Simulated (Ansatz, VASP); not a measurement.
# One calculation of CdS, two programs

```
CELL_PARAMETERS angstrom
4.33119 0.00000 0.00000
-2.16559 3.75092 0.00000
0.00000 0.00000 7.03665
ATOMIC_POSITIONS crystal
Cd 0.33333 0.66667 0.99896
Cd 0.66667 0.33333 0.49896
S 0.33333 0.66667 0.37604
S 0.66667 0.33333 0.87604
```

Change from the starting cell: hydrostatic strain +4.0%.

Alike in both runs: task single point; functional PBE; k mesh 12 × 12 × 4; occupations fermi-dirac, width 0.02 eV; no spin polarisation.

|  | VASP | Ansatz |
| --- | --- | --- |
| version | VASP 6.6.1 | Ansatz 0.2.0 |
| potentials or method | VASP PAW PBE potentials, release 64 (Cd, S) | plane waves, PAW |
| plane-wave cutoff (eV) | 520 | 420 |
| valence electrons in the cell | 36 | 52 |

Ansatz gave:

```
gap on the k mesh at the Fermi level (eV) : 0.89
pressure (GPa)                            : -4.0
```

Question: Estimate VASP's values.

Answer: gap on the k mesh at the Fermi level (eV): 0.89; pressure (GPa): -3.8.

VASP's potentials hold 36 valence electrons a cell and Ansatz's 52, so a difference there can come from the potentials and not from the codes.
